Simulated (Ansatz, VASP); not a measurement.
## One calculation of Ag, two programs

```
CELL_PARAMETERS angstrom
2.93518 0.00000 0.00000
-1.46759 2.54194 0.00000
0.00000 0.00000 4.79690
ATOMIC_POSITIONS crystal
Ag 0.33333 0.66667 0.25000
Ag 0.66667 0.33333 0.75000
```

Alike in both runs: functional PBE; k mesh 18 × 18 × 10; occupations gaussian, width 0.1 eV; no spin polarisation.

Ansatz relaxed the structure, and its values are those at the end. VASP's run is a single point on that final structure, the one shown.

```csv
,VASP,Ansatz
version,VASP 6.6.1,Ansatz 0.2.0
potentials or method,"VASP PAW PBE potentials, release 64 (Ag), cutoff 500 eV","scalar-relativistic, plane waves, PAW"
valence electrons in the cell,22,38
```

|  | VASP | Ansatz | Ansatz less VASP |
| --- | --- | --- | --- |
| gap on the k mesh at the Fermi level (eV) | none | none | - |
| pressure (GPa) | -0.1 | 0.0 | +0.07 |

A gap of «none» marks a metal or a gap that the smearing closes. VASP's potentials hold 22 valence electrons a cell and Ansatz's 38, so a difference there can come from the potentials and not from the codes.
